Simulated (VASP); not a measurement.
# C (a cell with a defect) in VASP: single point with PBE+D3(BJ)

Aim: the single point of C (a cell with a defect) with PBE+D3(BJ).

Everything below comes from runs of VASP 6.6.1. Logs are shortened: lines on timing, memory, paths and dates and some standing lists are left out, and cuts for length are marked.

### Step 1. The cell of the first run

The cell holds a defect, 33 atoms: a = 7.135 Å, b = 7.433 Å, c = 7.433 Å, α = 70.11°, β = 61.32°, γ = 61.32°.

### Step 2. Single point, PBE+D3(BJ) (with an interstitial atom, then relaxed in part)

The input, INCAR:

```
SYSTEM = C
PREC = Accurate
ENCUT = 520
EDIFF = 1E-7
ISMEAR = 0
SIGMA = 0.1
LREAL = Auto
LASPH = .True.
NELM = 100
ALGO = Normal
ISIF = 2
LWAVE = .False.
LCHARG = .True.
GGA = PE
IVDW = 12
LELF = .True.
LVHAR = .True.
NBANDS = 88
```

The input, KPOINTS:

```
regular mesh
0
Gamma
  4 4 4
  0 0 0
```

The input, POSCAR:

```
C
1.0
    0.0000000000      0.0000000000      7.1348525476
   -4.9294762873      4.2690516923      3.5674262738
   -4.9294762874     -4.2690516922      3.5674262738
C
33
Direct
    0.3797891449      0.5368391276      0.7091359760
    0.8725690630      0.5362081049      0.7088297828
    0.2494978906      0.9115747928      0.5864889522
    0.7649648567      0.9097374453      0.5834535609
    0.1262884293      0.2867559673      0.4605145741
    0.6278017464      0.2883099791      0.4582062960
    0.0051104288      0.6633186249      0.3344749870
    0.5080143192      0.6620983327      0.3345538157
    0.3938986045      0.0325492256      0.2150430257
    0.8564907838      0.0382477860      0.2108544560
    0.2621670145      0.4196837274      0.0867105690
    0.7362807807      0.4114299041      0.0842351842
    0.1175950266      0.7884036121      0.9609212962
    0.6412589914      0.7843520254      0.9570715377
    0.9711547840      0.1616556950      0.8337267666
    0.4968600170      0.1571945016      0.8287513825
    0.5066232828      0.3324320145      0.6643164207
   -0.0141022529      0.3276884195      0.6668517116
    0.3809689900      0.7034126458      0.5432802522
    0.8829266685      0.7021061509      0.5427266531
    0.2580742254      0.0770610614      0.4205940967
    0.7490910878      0.0789258728      0.4169926767
    0.1357227019      0.4559258393      0.2937797228
    0.6252833451      0.4540265208      0.2918086932
    0.5126215552      0.8285064611      0.1687716818
   -0.0068034282      0.8298646969      0.1685597028
    0.3664270223      0.2068063124      0.0508583699
    0.8448642379      0.2048982301      0.0436392242
    0.2541174045      0.5809687856      0.9200595210
    0.7496400512      0.5776928595      0.9167803896
    0.1074638189      0.9546014373      0.7936295342
    0.6518390390      0.9459443255      0.7898142963
    0.2547581023      0.1609684132     -0.0457675560
```

Potentials or basis: VASP PAW PBE potentials, release 64 (C).

Launch:

```console
$ cat potpaw_PBE.64/C/POTCAR > POTCAR
$ mpirun -np 1 vasp_std > vasp.out
```

OUTCAR:

```text
SYSTEM = C
   PREC = Accurate
   ENCUT = 520
   EDIFF = 1E-7
   ISMEAR = 0
   LREAL = Auto
   LASPH = .True.
   NELM = 100
   ISIF = 2
   GGA = PE
   IVDW = 12
 IVDW          = 12

 ion  position               nearest neighbor table
   1  0.380  0.537  0.709-  17 1.40  19 1.42  29 1.44
   2  0.873  0.536  0.709-  20 1.42  30 1.42  18 1.43
   3  0.249  0.912  0.586-  21 1.42  31 1.42  19 1.43
   4  0.765  0.910  0.583-  32 1.40  20 1.42  22 1.44
   5  0.126  0.287  0.461-  18 1.41  21 1.43  23 1.44
   6  0.628  0.288  0.458-  17 1.41  24 1.42  22 1.43
   7  0.005  0.663  0.334-  23 1.42  20 1.42  26 1.42
   8  0.508  0.662  0.335-  25 1.42  24 1.42  19 1.42
   9  0.394  0.033  0.215-  25 1.41  21 1.41  27 1.45
  10  0.856  0.038  0.211-  22 1.41  26 1.43  28 1.43
  11  0.262  0.420  0.087-  29 1.40  23 1.40  27 1.45
  12  0.736  0.411  0.084-  28 1.41  24 1.42  30 1.43
  13  0.118  0.788  0.961-  26 1.42  29 1.42  31 1.43
  14  0.641  0.784  0.957-  32 1.41  30 1.41  25 1.45
  15  0.971  0.162  0.834-  31 1.41  18 1.42  28 1.44
  16  0.497  0.157  0.829-  32 1.45  17 1.46  33 1.51  27 1.53
  17  0.507  0.332  0.664-   1 1.40   6 1.41  16 1.46
  18  0.986  0.328  0.667-   5 1.41  15 1.42   2 1.43
  19  0.381  0.703  0.543-   1 1.42   8 1.42   3 1.43
  20  0.883  0.702  0.543-   7 1.42   4 1.42   2 1.42
  21  0.258  0.077  0.421-   9 1.41   3 1.42   5 1.43
  22  0.749  0.079  0.417-  10 1.41   6 1.43   4 1.44
  23  0.136  0.456  0.294-  11 1.40   7 1.42   5 1.44
  24  0.625  0.454  0.292-   6 1.42  12 1.42   8 1.42
  25  0.513  0.829  0.169-   9 1.41   8 1.42  14 1.45
  26  0.993  0.830  0.169-  13 1.42   7 1.42  10 1.43
  27  0.366  0.207  0.051-  11 1.45   9 1.45  33 1.50  16 1.53
  28  0.845  0.205  0.044-  12 1.41  10 1.43  15 1.44
  29  0.254  0.581  0.920-  11 1.40  13 1.42   1 1.44
  30  0.750  0.578  0.917-  14 1.41   2 1.42  12 1.43
  31  0.107  0.955  0.794-  15 1.41   3 1.42  13 1.43
  32  0.652  0.946  0.790-   4 1.40  14 1.41  16 1.45
  33  0.255  0.161  0.954-  27 1.50  16 1.51

  LATTYP: Found a body centered orthorhombic cell.
 ALAT       =     7.1348525476
 B/A-ratio  =     1.1966755203
 C/A-ratio  =     1.3818018675

  Lattice vectors:

 A1 = (   4.9294762873,  -4.2690516923,  -3.5674262738)
 A2 = (   4.9294762874,   4.2690516922,   3.5674262738)
 A3 = (  -4.9294762874,  -4.2690516922,   3.5674262738)

Analysis of symmetry for initial positions (statically):
=====================================================================
 Subroutine PRICEL returns:
 Original cell was already a primitive cell.

 Routine SETGRP: Setting up the symmetry group for a
 body centered orthorhombic supercell.

 Subroutine GETGRP returns: Found  1 space group operations
 (whereof  1 operations were pure point group operations)
 out of a pool of  8 trial point group operations.

The static configuration has the point symmetry C_1 .

Analysis of symmetry for dynamics (positions and initial velocities):
=====================================================================
 Subroutine PRICEL returns:
 Original cell was already a primitive cell.

 Routine SETGRP: Setting up the symmetry group for a
 body centered orthorhombic supercell.

 Subroutine GETGRP returns: Found  1 space group operations
 (whereof  1 operations were pure point group operations)
 out of a pool of  8 trial point group operations.

The dynamic configuration has the point symmetry C_1 .

 Subroutine INISYM returns: Found  1 space group operations
 (whereof  1 operations are pure point group operations),
 and found     1 'primitive' translations

----------------------------------------------------------------------------------------

                                     Primitive cell

  volume of cell :     300.2944

  direct lattice vectors                    reciprocal lattice vectors
     0.000000000  0.000000000  7.134852548     0.101430653 -0.000000000  0.140157066
    -4.929476287  4.269051692  3.567426274    -0.101430653  0.117122030  0.000000000
    -4.929476287 -4.269051692  3.567426274    -0.101430653 -0.117122030  0.000000000

  length of vectors
     7.134852548  7.433106285  7.433106285     0.173009192  0.154937882  0.154937882

  position of ions in fractional coordinates (direct lattice)
     0.379789145  0.536839128  0.709135976
     0.872569063  0.536208105  0.708829783
     0.249497891  0.911574793  0.586488952
     0.764964857  0.909737445  0.583453561
     0.126288429  0.286755967  0.460514574
     0.627801746  0.288309979  0.458206296
[... 25 lines left out ...]
     0.651839039  0.945944326  0.789814296
     0.254758102  0.160968413  0.954232444

  ion indices of the primitive-cell ions
   primitive index   ion index
                 1           1
                 2           2
                 3           3
                 4           4
                 5           5
                 6           6
[... 25 lines left out ...]
                32          32
                33          33

----------------------------------------------------------------------------------------

 KPOINTS: regular mesh

Automatic generation of k-mesh.
 Grid dimensions read from file:
 generate k-points for:    4    4    4

 Generating k-lattice:

  Cartesian coordinates                     Fractional coordinates (reciprocal lattice)
     0.025357663 -0.000000000  0.035039267     0.250000000  0.000000000  0.000000000
    -0.025357663  0.029280507  0.000000000     0.000000000  0.250000000  0.000000000
    -0.025357663 -0.029280507  0.000000000     0.000000000  0.000000000  0.250000000

  Length of vectors
     0.043252298  0.038734471  0.038734471

  Shift w.r.t. Gamma in fractional coordinates (k-lattice)
     0.000000000  0.000000000  0.000000000

 Subroutine IBZKPT returns following result:
 ===========================================

 Found     36 irreducible k-points:

 Following reciprocal coordinates:
            Coordinates               Weight
  0.000000  0.000000  0.000000      1.000000
  0.250000  0.000000  0.000000      2.000000
  0.250000  0.250000  0.250000      2.000000
  0.500000  0.000000  0.000000      1.000000
  0.500000  0.500000  0.500000      1.000000
  0.000000  0.250000  0.000000      2.000000
[... 16 lines left out ...]
 -0.250000 -0.250000  0.250000      2.000000
  0.500000  0.500000  0.000000      1.000000
 [... further k-points ...]
   k-points           NKPTS =     36   k-points in BZ     NKDIM =     36   number of bands    NBANDS=     88
   number of dos      NEDOS =    301   number of ions     NIONS =     33
   total plane-waves  NPLWV = 169344
   dimension x,y,z NGX =    54 NGY =   56 NGZ =   56
   dimension x,y,z NGXF=   108 NGYF=  112 NGZF=  112
   ions per type =              33
   NGX,Y,Z   is equivalent  to a cutoff of  12.58, 12.52, 12.52 a.u.
   NGXF,Y,Z  is equivalent  to a cutoff of  25.16, 25.05, 25.05 a.u.
 SYSTEM =  C
   PREC   = accura    normal or accurate (medium, high low for compatibility)
   ISTART =      0    job   : 0-new  1-cont  2-samecut
   ICHARG =      2    charge: 1-file 2-atom 10-const
   ISPIN  =      1    spin polarized calculation?
   LNONCOLLINEAR =      F non collinear calculations
   LSORBIT =      F    spin-orbit coupling
   LASPH  =      T    aspherical Exc in radial PAW
   ENCUT  =  520.0 eV  38.22 Ry    6.18 a.u.  13.27 13.82 13.82*2*pi/ulx,y,z
   NELM   =    100;   NELMIN=  2; NELMDL= -5     # of ELM steps
   EDIFF  = 0.1E-06   stopping-criterion for ELM
   LREAL  =      T    real-space projection
   EDIFFG = 0.1E-05   stopping-criterion for IOM
   NSW    =      0    number of steps for IOM
   IBRION =     -1    ionic relax: 0-MD 1-quasi-New 2-CG
   NFREE  =      0    steps in history (QN), initial steepest desc. (CG)
   ISIF   =      2    stress and relaxation
   ISYM   =      2    0-nonsym 1-usesym 2-fastsym
   POTIM  = 0.5000    time-step for ionic-motion
   TEBEG  =    0.0;   TEEND  =   0.0 temperature during run
   PSTRESS=    0.0 pullay stress
   NELECT =     132.0000    total number of electrons
   NUPDOWN=      -1.0000    fix difference up-down
   EMIN   =  10.00;   EMAX   =-10.00  energy-range for DOS
   EFERMI =   0.00;   METHOD = LEGACY
   ISMEAR =     0;   SIGMA  =   0.10  broadening in eV -4-tet -1-fermi 0-gaus
   EFERMI_NEDOS =   21; number of points for ismear=-14 and -15
   IALGO  =     38    algorithm
   IMIX   =      4    mixing-type and parameters
     AMIX     =   0.40;   BMIX     =  1.00
     AMIX_MAG =   1.60;   BMIX_MAG =  1.00
  volume/ion in A,a.u.               =       9.10        61.41
  Fermi-wavevector in a.u.,A,eV,Ry     =   1.244755  2.352245 21.081058  1.549414
  Thomas-Fermi vector in A             =   2.379007
   LORBIT       =      0    0 simple, 1 ext, 2 COOP (PROOUT), +10 PAW based schemes
   GGA     = PE    functional components
   LHFCALC =     F    Hartree Fock is set to
   AEXX    =    0.0000 exact exchange contribution
   IVDW    =    12    specifies the selected vdW correction
   LEPSILON=     F    determine dielectric tensor
   LRPA    =     F    only Hartree local field effects (RPA)
 non-spin polarized calculation
 Gauss-broadening in eV      SIGMA  =   0.10
  energy-cutoff  :      520.00
  volume of cell :      300.29
 maximum number of plane-waves:      8118
 NGX is ok and might be reduce to    54
   NGX = 27   NGY = 27   NGZ = 27

 number of electron     132.0000001 magnetization

 Free energy of the ion-electron system (eV)
  ---------------------------------------------------
  ext. energy  EPLUGINS =         0.00000000
  ---------------------------------------------------
  free energy    TOTEN  =      -296.81641347 eV

  energy without entropy =     -296.80843104  energy(sigma->0) =     -296.81242226

 E-fermi :   4.2914     XC(G=0): -10.0995

 val. band max:        4.1852537246   @ k =  -0.2500   0.5000   0.5000
 cond. band min:       4.3239418818   @ k =   0.5000   0.5000   0.5000
 fundamental gap:      0.1386881572
 Fermi energy:         4.2913737321

 k-point     1 :       0.0000    0.0000    0.0000
  band No.  band energies     occupation
      1     -15.6687      2.00000
      2     -14.5524      2.00000
      3     -13.9831      2.00000
      4     -13.7726      2.00000
      5     -13.5972      2.00000
      6     -13.0507      2.00000
[... 70 lines left out ...]
     77       9.9811      0.00000
     78      10.0032      0.00000
[... 1861 lines left out ...]
     77       9.3868      0.00000
     78      10.7650      0.00000

 [... further k-points ...]

 [bands above 78 left out]

------------------------ aborting loop because EDIFF is reached ----------------------------------------

 Edisp (eV)   -4.88728

 E8    (eV) :    -1.3781

  FORCE on cell =-STRESS in cart. coord.  units (eV):
  Direction    XX          YY          ZZ          XY          YZ          ZX
  --------------------------------------------------------------------------------------
  -------------------------------------------------------------------------------------
  Total       7.98048     5.20830     4.47417    -0.38255    -0.43629     0.18240
  in kB      42.57868    27.78811    23.87127    -2.04104    -2.32777     0.97316
  external pressure =       31.41 kB  Pullay stress =        0.00 kB

 VOLUME and BASIS-vectors are now :
 -----------------------------------------------------------------------------
  energy-cutoff  :      520.00
  volume of cell :      300.29
      direct lattice vectors                 reciprocal lattice vectors
     0.000000000  0.000000000  7.134852548     0.101430653 -0.000000000  0.140157066
    -4.929476287  4.269051692  3.567426274    -0.101430653  0.117122030  0.000000000
    -4.929476287 -4.269051692  3.567426274    -0.101430653 -0.117122030  0.000000000

 POSITION                                       TOTAL-FORCE (eV/Angst)
 -----------------------------------------------------------------------------------
     -6.14200     -0.73554      7.15466        -0.000076      0.002573      0.002251
     -6.13738     -0.73693     10.66723         0.003510     -0.006844     -0.002985
     -7.38467      1.38781      7.12436        -0.000123     -0.010749     -0.000897
     -7.36065      1.39292     10.78476         0.007642      0.003081      0.002375
     -3.68365     -0.74178      3.56688         0.002628      0.001531      0.003005
     -3.67993     -0.72530      7.14241         0.005369      0.001755      0.001827
[... 25 lines left out ...]
     -8.55638      0.66653     10.84297        -0.004180     -0.000753      0.006906
     -5.49736     -3.38649      5.79606        -0.003383     -0.007041     -0.116131
 -----------------------------------------------------------------------------------
    total drift:                                0.062854      0.012037     -0.018975

  FREE ENERGIE OF THE ION-ELECTRON SYSTEM (eV)
  ---------------------------------------------------
  free  energy   TOTEN  =      -301.7036979938 eV

  energy  without entropy=     -301.6957155681  energy(sigma->0) =     -301.69970678
```

Run time: 25 min. Hardware: 1 thread of AMD EPYC 7R13 (Zen 3), shared host; peak memory 0.72 GiB.

What came out:

```
Free energy                : -301.7037 eV
Pressure                   : 3.1 GPa
Largest force              : 0.116 eV/Å
Band gap on the k mesh     : zero (bands 66 and 67 overlap by 0.24 eV)
Dispersion energy per atom : -0.148 eV
```

Forces in eV/Å, atoms in the order of the input:
```
C    0.000  0.003  0.002
C    0.004 -0.007 -0.003
C    0.000 -0.011 -0.001
C    0.008  0.003  0.002
C    0.003  0.002  0.003
C    0.005  0.002  0.002
C    0.000  0.007  0.001
C    0.010  0.003  0.002
C    0.001 -0.003  0.008
C    0.001  0.006  0.000
C    0.008  0.007  0.011
C    0.000  0.002  0.001
C   -0.002  0.009 -0.002
C   -0.005 -0.006  0.000
C   -0.002  0.006  0.003
C    0.024  0.036  0.039
C   -0.005 -0.013  0.007
C    0.004  0.002  0.003
C   -0.001 -0.008  0.001
C    0.002  0.002 -0.003
C   -0.009 -0.003  0.000
C    0.002 -0.006 -0.003
C   -0.001 -0.004  0.005
C   -0.004  0.001 -0.003
C    0.005  0.001  0.001
C   -0.005  0.000 -0.003
C   -0.041 -0.011  0.042
C   -0.001  0.000 -0.002
C    0.010  0.003  0.000
C   -0.001 -0.007  0.000
C    0.001 -0.005 -0.007
C   -0.004 -0.001  0.007
C   -0.003 -0.007 -0.116
```

Levels at points of the mesh, in eV from the Fermi level:
```csv
k point,band 63,band 64,band 65,band 66,band 67,band 68,band 69,band 70
"(0.00, 0.00, 0.00)",-1.81,-1.55,-1.12,-0.81,-0.20,0.55,1.18,1.58
"(0.50, 0.00, 0.00)",-1.66,-1.25,-0.58,0.04,0.13,0.47,1.14,1.64
"(0.50, 0.50, 0.50)",-1.72,-1.24,-0.64,0.03,0.17,0.54,1.13,1.64
"(0.00, 0.50, 0.00)",-1.91,-1.39,-1.18,-0.27,0.47,1.08,1.25,2.20
"(0.00, 0.00, 0.50)",-2.17,-1.32,-1.17,-0.46,0.44,1.13,1.45,2.10
"(0.50, 0.50, 0.00)",-2.48,-2.46,-1.04,-0.28,0.46,1.58,2.26,2.45
"(0.50, 0.00, 0.50)",-2.49,-2.44,-1.06,-0.28,0.40,1.56,2.28,2.44
"(0.00, 0.50, 0.50)",-1.54,-0.90,-0.79,-0.33,0.13,1.43,1.51,2.01
```

Caveat: the cell differs from its parent crystal (with an interstitial atom, then relaxed in part).
